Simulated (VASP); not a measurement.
CoBi (zincblende type): electric field gradients with PBE

The system is CoBi (zincblende type).

```
Co Bi
1.0
     0.00000    2.91233    2.91233
     2.91233    0.00000    2.91233
     2.91233    2.91233    0.00000
Co Bi
1 1
Direct
  0.00000 0.00000 0.00000
  0.25000 0.25000 0.25000
```

```yaml
Program: VASP 6.6.1
Task: electric field gradients
Functional: PBE
Potentials_or_basis: VASP PAW PBE potentials, release 64 (Co, Bi_d)
Cutoff: 520 eV
k_mesh: 9 × 9 × 9
Occupations: fermi-dirac, width 0.08 eV
Spin: collinear spin, ferromagnetic start
Starting_moments: "[2.0, 0.0] μB"
Dipole_correction: no
Further_INCAR_settings: ALGO = Normal; EDIFF = 1e-08; NBANDS = 23
```

```yaml
Pressure: 1.7 GPa
Band_gap_on_the_k_mesh: zero (filled and empty bands overlap)
Net_moment: 0.00 μB per cell
Largest_electric_field_gradient_by_atom: under 0.05 V/Å² on every atom
Valence_electrons_inside_the_program's_atomic_spheres: Co 8.23; Bi 12.96
```

Levels at points of the mesh, in eV from the Fermi level:
Spin up:
```
           k point  band 9  band 10  band 11  band 12  band 13  band 14  band 15  band 16
(0.00, 0.00, 0.00)   -2.01    -0.78    -0.78     4.01     4.01     4.01     4.01     6.82
```
Spin down:
| k point | band 8 | band 9 | band 10 | band 11 | band 12 | band 13 | band 14 | band 15 | band 16 | band 17 |
| --- | --- | --- | --- | --- | --- | --- | --- | --- | --- | --- |
| (0.00, 0.00, 0.00) | -2.01 | -2.01 | -0.78 | -0.78 | 4.01 | 4.01 | 4.01 | 4.01 | 6.82 | 6.82 |

It took 2.1 min on 1 thread of Oxide Virtual Turin-like Processor, with other jobs on the host, peak memory 0.2 GiB.

Caveat: the moments typed at the start vanished in this run; spin-orbit coupling is left out, which moves the levels of the heavy elements.
